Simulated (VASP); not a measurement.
A run of VASP 6.6.1:

Contents of INCAR:

```
SYSTEM = SiNi
PREC = Accurate
ENCUT = 600
EDIFF = 1E-6
ISMEAR = -1
SIGMA = 0.05
LREAL = .FALSE.
LASPH = .TRUE.
NELM = 200
ALGO = Normal
ISIF = 2
LWAVE = .FALSE.
LCHARG = .FALSE.
ISPIN = 2
MAGMOM = 0 0 1.5 1.5
LORBIT = 11
LMAXMIX = 4
GGA = PE
NBANDS = 26
GGA_COMPAT = .FALSE.
KPAR = 4
```

Contents of KPOINTS:

```
regular mesh
0
G
  11 10 7
  0 0 0
```

Contents of POSCAR:

```
SiNi
1.0
    3.0266200000      0.0302662000      0.0302662000
    0.0327350000      3.2735000000      0.0327350000
    0.0469776000      0.0469776000      4.6977600000
Si Ni
2 2
Direct
    0.5000000000      0.5000000000      0.8423000000
    0.0000000000      0.0000000000      0.1577000000
    0.5000000000      0.5000000000      0.3442200000
    0.0000000000      0.0000000000      0.6557800000
```

Potentials or basis: VASP PAW PBE potentials, release 64 (Si, Ni).

The run is started by

```bash
$ cat potpaw_PBE.64/Si/POTCAR potpaw_PBE.64/Ni/POTCAR > POTCAR
$ mpirun -np 4 vasp_std > vasp.out
```

Hardware: 4 MPI ranks on Intel(R) Xeon(R) Platinum 8259CL CPU @ 2.50GHz (Skylake/Cascade Lake), on a shared host.

Question: How long does it take, and how much memory?

Answer: Run time: 3.9 min on 4 MPI ranks on Intel(R) Xeon(R) Platinum 8259CL CPU @ 2.50GHz (Skylake/Cascade Lake) (shared host), peak memory 0.81 GiB a rank. Counts: scf iterations 16, k points 386.
